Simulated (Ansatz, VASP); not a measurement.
# Mo: VASP beside Ansatz

File INCAR:

```
PREC = Accurate
ENCUT = 600
EDIFF = 1E-6
ISMEAR = -1
SIGMA = 0.1
LREAL = False
LASPH = True
NELM = 100
ALGO = Normal
ISIF = 3
LWAVE = False
LCHARG = False
GGA = RE
IBRION = 2
NSW = 80
EDIFFG = -0.01
```

Contents of KPOINTS:

```
Automatic mesh
0
Gamma
  8 8 11
```

POSCAR

```
Mo
1.0
    4.4494349246      0.0000000000      0.0000000000
   -2.2247174623      3.8533236772      0.0000000000
    0.0000000000      0.0000000000      2.7275036088
Mo
3
Direct
    0.0000000000      0.0000000000      0.0000000000
    0.3333333333      0.6666666667      0.5000000000
    0.6666666667      0.3333333333      0.5000000000
```

Input for Ansatz:

```yaml
crystal:
  lattice:
    - [4.4494349246, 0.0, 0.0]
    - [-2.2247174623, 3.8533236772, 0.0]
    - [0.0, 0.0, 2.7275036088]
  atoms:
    - { symbol: Mo, position: [0.0, 0.0, 0.0] }
    - { symbol: Mo, position: [0.3333333333, 0.6666666667, 0.5] }
    - { symbol: Mo, position: [0.6666666667, 0.3333333333, 0.5] }
hamiltonian:
  xc: revpbe
  pseudopotentials:
    kind: paw
    azcp:
      Mo: "pseudopotentials/Mo.paw.azcp"
basis:
  ecutwfc: 420
  fft_grid_basis: typed
kpoints:
  mp_grid: { grid: [8, 8, 11], shift: [0, 0, 0] }
magnetization:
  spin_polarized: false
scf:
  occupations: { method: fermi_dirac, width: 0.1 }
relax:
  max_steps: 60
  f_tol: 0.01
  cell: {}
```

Alike in both runs: task relaxation of cell and atoms; functional revPBE; k mesh 8 × 8 × 11; occupations fermi-dirac, width 0.1 eV; no spin polarisation.

```csv
,VASP,Ansatz
version,VASP 6.6.1,Ansatz 0.2.0
potentials or method,"VASP PAW PBE potentials, release 64 (Mo_sv), cutoff 600 eV","plane waves (420 eV) with PAW, scalar-relativistic"
valence electrons in the cell,42,42
```

|  | VASP | Ansatz | Ansatz less VASP |
| --- | --- | --- | --- |
| relaxed volume (Å³/atom) | 16.32 | 16.29 | -0.035 |
| relaxed cell length with the largest relative difference (Å) | 2.574 | 2.572 | -0.0022 |

VASP's potentials were made for PBE, not for revPBE.
